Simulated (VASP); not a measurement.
# CO (P6_3mc) in VASP: further runs

The runs below take CO through single point, relaxation of cell and atoms, with PBE.

Everything below comes from runs of VASP 6.6.1. Logs are shortened: lines on timing, memory, paths and dates and some standing lists are left out, and cuts for length are marked.

## Step 1: The cell of the first run

The structure is hexagonal, space group P6_3mc (No. 186). Conventional cell: a = 4.469 Å, b = 4.469 Å, c = 7.764 Å, α = 90.00°, β = 90.00°, γ = 120.00°. C (site symmetry 3m) has 1 O at 1.13 Å within 1.5 Å. O (site symmetry 3m) has 1 C at 1.13 Å within 1.5 Å.

## Step 2: Single point, PBE

INCAR

```
SYSTEM = CO
  PREC = Accurate
  ENCUT = 600
  EDIFF = 1E-6
  ISMEAR = 0
  SIGMA = 0.02
  LREAL = .FALSE.
  LASPH = .TRUE.
  NELM = 120
  ALGO = Normal
  ISIF = 2
  LWAVE = .FALSE.
  LCHARG = .FALSE.
  GGA = PE
  NBANDS = 18
  GGA_COMPAT = .FALSE.
```

KPOINTS

```
regular mesh
0
G
  6 6 4
  0 0 0
```

POSCAR

```
CO
1.0
    4.4690997600      0.0000000000      0.0000000000
   -2.2345498800      3.8703539242      0.0000000000
    0.0000000000      0.0000000000      7.7641299121
C O
2 2
Direct
    0.3333333333      0.6666666667      0.1179608376
    0.6666666667      0.3333333333      0.6179608376
    0.3333333333      0.6666666667      0.2641391624
    0.6666666667      0.3333333333      0.7641391624
```

Potentials or basis: VASP PAW PBE potentials, release 64 (C, O).

The run is started by

```sh
> cat potpaw_PBE.64/C/POTCAR potpaw_PBE.64/O/POTCAR > POTCAR
> mpirun -np 1 vasp_std > vasp.out
```

OUTCAR:

```text
SYSTEM = CO
   PREC = Accurate
   ENCUT = 600
   EDIFF = 1E-6
   ISMEAR = 0
   LREAL = .FALSE.
   LASPH = .TRUE.
   NELM = 120
   ISIF = 2
   GGA = PE

 ion  position               nearest neighbor table
   1  0.333  0.667  0.118-   3 1.13
   2  0.667  0.333  0.618-   4 1.13
   3  0.333  0.667  0.264-   1 1.13
   4  0.667  0.333  0.764-   2 1.13

  LATTYP: Found a hexagonal cell.
 ALAT       =     4.4690997600
 C/A-ratio  =     1.7372916983

  Lattice vectors:

 A1 = (   4.4690997600,   0.0000000000,   0.0000000000)
 A2 = (  -2.2345498800,   3.8703539242,   0.0000000000)
 A3 = (   0.0000000000,   0.0000000000,   7.7641299121)

Analysis of symmetry for initial positions (statically):
=====================================================================
 Subroutine PRICEL returns:
 Original cell was already a primitive cell.

 Routine SETGRP: Setting up the symmetry group for a
 hexagonal supercell.

 Subroutine GETGRP returns: Found 12 space group operations
 (whereof  6 operations were pure point group operations)
 out of a pool of 24 trial point group operations.

The static configuration has the point symmetry C_3v.
 The point group associated with its full space group is C_6v.

Analysis of symmetry for dynamics (positions and initial velocities):
=====================================================================
 Subroutine PRICEL returns:
 Original cell was already a primitive cell.

 Routine SETGRP: Setting up the symmetry group for a
 hexagonal supercell.

 Subroutine GETGRP returns: Found 12 space group operations
 (whereof  6 operations were pure point group operations)
 out of a pool of 24 trial point group operations.

The dynamic configuration has the point symmetry C_3v.
 The point group associated with its full space group is C_6v.

 Subroutine INISYM returns: Found 12 space group operations
 (whereof  6 operations are pure point group operations),
 and found     1 'primitive' translations

----------------------------------------------------------------------------------------

                                     Primitive cell

  volume of cell :     134.2961

  direct lattice vectors                    reciprocal lattice vectors
     4.469099760  0.000000000  0.000000000     0.223758711  0.129187152  0.000000000
    -2.234549880  3.870353924  0.000000000     0.000000000  0.258374304  0.000000000
     0.000000000  0.000000000  7.764129912     0.000000000  0.000000000  0.128797433

  length of vectors
     4.469099760  4.469099760  7.764129912     0.258374304  0.258374304  0.128797433

  position of ions in fractional coordinates (direct lattice)
     0.333333333  0.666666667  0.117960838
     0.666666667  0.333333333  0.617960838
     0.333333333  0.666666667  0.264139162
     0.666666667  0.333333333  0.764139162

  ion indices of the primitive-cell ions
   primitive index   ion index
                 1           1
                 2           2
                 3           3
                 4           4

----------------------------------------------------------------------------------------

 KPOINTS: regular mesh

Automatic generation of k-mesh.
 Grid dimensions read from file:
 generate k-points for:    6    6    4

 Generating k-lattice:

  Cartesian coordinates                     Fractional coordinates (reciprocal lattice)
     0.037293118  0.021531192  0.000000000     0.166666667  0.000000000  0.000000000
     0.000000000  0.043062384  0.000000000     0.000000000  0.166666667  0.000000000
     0.000000000  0.000000000  0.032199358     0.000000000  0.000000000  0.250000000

  Length of vectors
     0.043062384  0.043062384  0.032199358

  Shift w.r.t. Gamma in fractional coordinates (k-lattice)
     0.000000000  0.000000000  0.000000000

 Subroutine IBZKPT returns following result:
 ===========================================

 Found     21 irreducible k-points:

 Following reciprocal coordinates:
            Coordinates               Weight
  0.000000  0.000000  0.000000      1.000000
  0.166667  0.000000  0.000000      6.000000
  0.333333  0.000000  0.000000      6.000000
  0.500000  0.000000  0.000000      3.000000
  0.166667  0.166667  0.000000      6.000000
  0.333333  0.166667  0.000000     12.000000
[... 13 lines left out ...]
  0.333333  0.166667  0.500000     12.000000
  0.333333  0.333333  0.500000      2.000000
   k-points           NKPTS =     21   k-points in BZ     NKDIM =     21   number of bands    NBANDS=     18
   number of dos      NEDOS =    301   number of ions     NIONS =      4
   total plane-waves  NPLWV =  82944
   dimension x,y,z NGX =    36 NGY =   36 NGZ =   64
   dimension x,y,z NGXF=    72 NGYF=   72 NGZF=  128
   ions per type =               2   2
   NGX,Y,Z   is equivalent  to a cutoff of  13.39, 13.39, 13.70 a.u.
   NGXF,Y,Z  is equivalent  to a cutoff of  26.78, 26.78, 27.41 a.u.
 SYSTEM =  CO
   PREC   = accura    normal or accurate (medium, high low for compatibility)
   ISTART =      0    job   : 0-new  1-cont  2-samecut
   ICHARG =      2    charge: 1-file 2-atom 10-const
   ISPIN  =      1    spin polarized calculation?
   LNONCOLLINEAR =      F non collinear calculations
   LSORBIT =      F    spin-orbit coupling
   LASPH  =      T    aspherical Exc in radial PAW
   ENCUT  =  600.0 eV  44.10 Ry    6.64 a.u.   8.93  8.93 15.51*2*pi/ulx,y,z
   NELM   =    120;   NELMIN=  2; NELMDL= -5     # of ELM steps
   EDIFF  = 0.1E-05   stopping-criterion for ELM
   LREAL  =      F    real-space projection
   EDIFFG = 0.1E-04   stopping-criterion for IOM
   NSW    =      0    number of steps for IOM
   IBRION =     -1    ionic relax: 0-MD 1-quasi-New 2-CG
   NFREE  =      0    steps in history (QN), initial steepest desc. (CG)
   ISIF   =      2    stress and relaxation
   ISYM   =      2    0-nonsym 1-usesym 2-fastsym
   POTIM  = 0.5000    time-step for ionic-motion
   TEBEG  =    0.0;   TEEND  =   0.0 temperature during run
   PSTRESS=    0.0 pullay stress
   NELECT =      20.0000    total number of electrons
   NUPDOWN=      -1.0000    fix difference up-down
   EMIN   =  10.00;   EMAX   =-10.00  energy-range for DOS
   EFERMI =   0.00;   METHOD = LEGACY
   ISMEAR =     0;   SIGMA  =   0.02  broadening in eV -4-tet -1-fermi 0-gaus
   EFERMI_NEDOS =   21; number of points for ismear=-14 and -15
   IALGO  =     38    algorithm
   IMIX   =      4    mixing-type and parameters
     AMIX     =   0.40;   BMIX     =  1.00
     AMIX_MAG =   1.60;   BMIX_MAG =  1.00
  volume/ion in A,a.u.               =      33.57       226.57
  Fermi-wavevector in a.u.,A,eV,Ry     =   0.867755  1.639819 10.245163  0.752998
  Thomas-Fermi vector in A             =   1.986335
   LORBIT       =      0    0 simple, 1 ext, 2 COOP (PROOUT), +10 PAW based schemes
   GGA     = PE    functional components
   LHFCALC =     F    Hartree Fock is set to
   AEXX    =    0.0000 exact exchange contribution
   IVDW    =     0    specifies the selected vdW correction
   LEPSILON=     F    determine dielectric tensor
   LRPA    =     F    only Hartree local field effects (RPA)
 non-spin polarized calculation
 Gauss-broadening in eV      SIGMA  =   0.02
  energy-cutoff  :      600.00
  volume of cell :      134.30
 maximum number of plane-waves:      4512
 NGX is ok and might be reduce to    36
   NGX = 17   NGY = 17   NGZ = 31

 number of electron      20.0000001 magnetization

 Free energy of the ion-electron system (eV)
  ---------------------------------------------------
  ext. energy  EPLUGINS =         0.00000000
  ---------------------------------------------------
  free energy    TOTEN  =       -29.61902817 eV

  energy without entropy =      -29.61902817  energy(sigma->0) =      -29.61902817

 E-fermi :  -6.4046     XC(G=0):  -5.1696

 val. band max:       -6.5501769535   @ k =   0.3333   0.0000   0.0000
 cond. band min:      -0.2168162641   @ k =   0.5000   0.0000   0.0000
 fundamental gap:      6.3333606894
 Fermi energy:        -6.4045650722

 k-point     1 :       0.0000    0.0000    0.0000
  band No.  band energies     occupation
      1     -27.0143      2.00000
      2     -27.0089      2.00000
      3     -11.7887      2.00000
      4     -11.5936      2.00000
      5      -9.3959      2.00000
      6      -9.3959      2.00000
[... 10 lines left out ...]
     17       4.4044      0.00000
     18       8.2010      0.00000

 k-point     2 :       0.1667    0.0000    0.0000
  band No.  band energies     occupation
      1     -27.0129      2.00000
      2     -27.0081      2.00000
      3     -11.7709      2.00000
      4     -11.5996      2.00000
      5      -9.4318      2.00000
      6      -9.4077      2.00000
[... 10 lines left out ...]
     17       4.8179      0.00000
     18       6.8527      0.00000

 k-point     3 :       0.3333    0.0000    0.0000
  band No.  band energies     occupation
      1     -27.0098      2.00000
      2     -27.0067      2.00000
      3     -11.7288      2.00000
      4     -11.6180      2.00000
      5      -9.5073      2.00000
      6      -9.4684      2.00000
[... 10 lines left out ...]
     17       5.4117      0.00000
     18       5.6673      0.00000

 k-point     4 :       0.5000    0.0000    0.0000
  band No.  band energies     occupation
      1     -27.0081      2.00000
      2     -27.0062      2.00000
      3     -11.6986      2.00000
      4     -11.6365      2.00000
      5      -9.5452      2.00000
      6      -9.4997      2.00000
[... 10 lines left out ...]
     17       4.8328      0.00000
     18       5.3507      0.00000

 k-point     5 :       0.1667    0.1667    0.0000
  band No.  band energies     occupation
      1     -27.0106      2.00000
      2     -27.0070      2.00000
      3     -11.7407      2.00000
      4     -11.6121      2.00000
      5      -9.4703      2.00000
      6      -9.4680      2.00000
[... 10 lines left out ...]
     17       5.4511      0.00000
     18       5.8720      0.00000

 k-point     6 :       0.3333    0.1667    0.0000
  band No.  band energies     occupation
      1     -27.0080      2.00000
      2     -27.0062      2.00000
      3     -11.6991      2.00000
      4     -11.6359      2.00000
      5      -9.5256      2.00000
      6      -9.4887      2.00000
[... 10 lines left out ...]
     17       4.9740      0.00000
     18       5.7655      0.00000

 k-point     7 :       0.3333    0.3333    0.0000
  band No.  band energies     occupation
      1     -27.0065      2.00000
      2     -27.0065      2.00000
      3     -11.6645      2.00000
      4     -11.6645      2.00000
      5      -9.5174      2.00000
      6      -9.4787      2.00000
[... 10 lines left out ...]
     17       4.9302      0.00000
     18       5.8611      0.00000

 k-point     8 :       0.0000    0.0000    0.2500
  band No.  band energies     occupation
      1     -27.0138      2.00000
      2     -27.0098      2.00000
      3     -11.7618      2.00000
      4     -11.6243      2.00000
      5      -9.3904      2.00000
      6      -9.3904      2.00000
[... 10 lines left out ...]
     17       4.8619      0.00000
     18       7.3562      0.00000
[... 166 lines left out ...]
     17       6.2733      0.00000
     18       6.2733      0.00000

 k-point    17 :       0.3333    0.0000    0.5000
  band No.  band energies     occupation
      1     -27.0082      2.00000
      2     -27.0082      2.00000
      3     -11.6754      2.00000
      4     -11.6754      2.00000
      5      -9.4845      2.00000
      6      -9.4845      2.00000
[... 10 lines left out ...]
     17       5.6952      0.00000
     18       5.6952      0.00000

 k-point    18 :       0.5000    0.0000    0.5000
  band No.  band energies     occupation
      1     -27.0071      2.00000
      2     -27.0071      2.00000
      3     -11.6690      2.00000
      4     -11.6690      2.00000
      5      -9.5182      2.00000
      6      -9.5182      2.00000
[... 10 lines left out ...]
     17       4.6780      0.00000
     18       4.6780      0.00000

 k-point    19 :       0.1667    0.1667    0.5000
  band No.  band energies     occupation
      1     -27.0088      2.00000
      2     -27.0088      2.00000
      3     -11.6787      2.00000
      4     -11.6787      2.00000
      5      -9.4604      2.00000
      6      -9.4604      2.00000
[... 10 lines left out ...]
     17       6.1409      0.00000
     18       6.1409      0.00000

 k-point    20 :       0.3333    0.1667    0.5000
  band No.  band energies     occupation
      1     -27.0071      2.00000
      2     -27.0071      2.00000
      3     -11.6690      2.00000
      4     -11.6690      2.00000
      5      -9.5002      2.00000
      6      -9.5002      2.00000
[... 10 lines left out ...]
     17       5.1340      0.00000
     18       5.1340      0.00000

 k-point    21 :       0.3333    0.3333    0.5000
  band No.  band energies     occupation
      1     -27.0066      2.00000
      2     -27.0066      2.00000
      3     -11.6658      2.00000
      4     -11.6658      2.00000
      5      -9.4754      2.00000
      6      -9.4754      2.00000
[... 10 lines left out ...]
     17       4.7318      0.00000
     18       4.7318      0.00000

------------------------ aborting loop because EDIFF is reached ----------------------------------------

  FORCE on cell =-STRESS in cart. coord.  units (eV):
  Direction    XX          YY          ZZ          XY          YZ          ZX
  --------------------------------------------------------------------------------------
  -------------------------------------------------------------------------------------
  Total       -0.0831396     -0.0831396      1.9200934      0.0000000      0.0000000      0.0000000
  in kB       -0.9918707     -0.9918707     22.9070629      0.0000000      0.0000000      0.0000000
  external PRESSURE =       6.9744405 kB  Pullay stress =       0.0000000 kB

 VOLUME and BASIS-vectors are now :
 -----------------------------------------------------------------------------
  energy-cutoff  :      600.00
  volume of cell :      134.30
      direct lattice vectors                 reciprocal lattice vectors
     4.469099760  0.000000000  0.000000000     0.223758711  0.129187152  0.000000000
    -2.234549880  3.870353924  0.000000000     0.000000000  0.258374304  0.000000000
     0.000000000  0.000000000  7.764129912     0.000000000  0.000000000  0.128797433

 POSITION                                       TOTAL-FORCE (eV/Angst)
 -----------------------------------------------------------------------------------
     -0.00000      2.58024      0.91586        -0.000000     -0.000000     -0.916608
      2.23455      1.29012      4.79793        -0.000000     -0.000000     -0.916608
     -0.00000      2.58024      2.05081         0.000000      0.000000      0.916608
      2.23455      1.29012      5.93288        -0.000000     -0.000000      0.916608
 -----------------------------------------------------------------------------------
    total drift:                               -0.000000      0.000000     -0.003141

  FREE ENERGIE OF THE ION-ELECTRON SYSTEM (eV)
  ---------------------------------------------------
  free  energy   TOTEN  =       -29.6190281747 eV

  energy  without entropy=      -29.6190281747  energy(sigma->0) =      -29.61902817
```

Run time: 23 s. Hardware: 1 thread of Intel Xeon 6975P-C (Granite Rapids), shared host; peak memory 0.29 GiB.

Results:

```
Free energy            : -29.6190 eV
Pressure               : 0.7 GPa
Largest force          : 0.917 eV/Å
Band gap on the k mesh : 6.33 eV (least direct gap 6.35 eV)
```

Forces on the atoms (eV/Å):
```
C    0.000  0.000 -0.917
C    0.000  0.000 -0.917
O    0.000  0.000  0.917
O    0.000  0.000  0.917
```

Stress tensor (GPa, compression positive):
```
-0.10  0.00  0.00
 0.00 -0.10  0.00
 0.00  0.00  2.29
```

Levels at points of the mesh, in eV from the valence-band top:
```tsv
k point	band 8	band 9	band 10	band 11	band 12	band 13
(0.00, 0.00, 0.00)	-2.81	-0.52	-0.03	7.05	7.05	7.29
(0.50, 0.00, 0.00)	-2.83	-0.16	-0.01	6.33	6.62	6.83
(0.00, 0.00, 0.50)	-2.83	-0.28	-0.28	7.17	7.17	7.17
(0.50, 0.00, 0.50)	-2.86	-0.09	-0.09	6.48	6.48	7.04
```

Caveat: this functional lacks dispersion, which holds the molecules together, so the pressure and a relaxed volume are unreliable.

(Part 1 of 2 ends here.)
